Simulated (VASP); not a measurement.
Wanted: the native input for a VASP 6.6.1 run.

```
Task                   : relaxation of cell and atoms
Functional             : PBE
Dispersion             : D4
Potentials or basis    : VASP PAW PBE potentials, release 64 (Zn, Se)
Cutoff                 : 600 eV
k mesh                 : 6 × 6 × 6
Occupations            : gaussian, width 0.01 eV
Spin                   : no spin polarisation
Dipole correction      : no
Further INCAR settings : ALGO = Normal; EDIFF = 1e-06; IBRION = 2; EDIFFG = -0.01; NSW = 80; ISIF = 3
```

The structure of ZnSe (Stilleite) lies in POSCAR:

```
ZnSe
1.0
    0.0000000000      2.8338000000      2.8338000000
    2.8338000000      0.0000000000      2.8338000000
    2.8338000000      2.8338000000      0.0000000000
Zn Se
1 1
Direct
    0.0000000000      0.0000000000      0.0000000000
    0.2500000000      0.2500000000      0.2500000000
```

One way to write it, as run:

INCAR

```
SYSTEM = ZnSe
ALGO = Normal
EDIFF = 1E-6
EDIFFG = -0.01
ENCUT = 600
GGA = PE
IBRION = 2
ISIF = 3
ISMEAR = 0
IVDW = 13
LASPH = .TRUE.
LCHARG = .FALSE.
LREAL = .FALSE.
LWAVE = .FALSE.
NELM = 100
NSW = 80
PREC = Accurate
SIGMA = 0.01
```

KPOINTS

```
k-points
0
G
  6 6 6
  0 0 0
```

Potentials or basis: VASP PAW PBE potentials, release 64 (Zn, Se).

Command:

```sh
$ cat potpaw_PBE.64/Zn/POTCAR potpaw_PBE.64/Se/POTCAR > POTCAR
$ mpirun -np 1 vasp_std > vasp.out
```

It gave:

The pressure after relaxing is 0.0 GPa, the band gap on the k mesh is 1.29 eV, direct and the dispersion energy per atom is -0.317 eV.

Caveat: the relaxation stopped at its first step, so nothing moved.

Wall time 8.8 s on 1 thread of AMD EPYC 9R14 (Zen 4), on a shared host, peak memory 0.15 GiB.
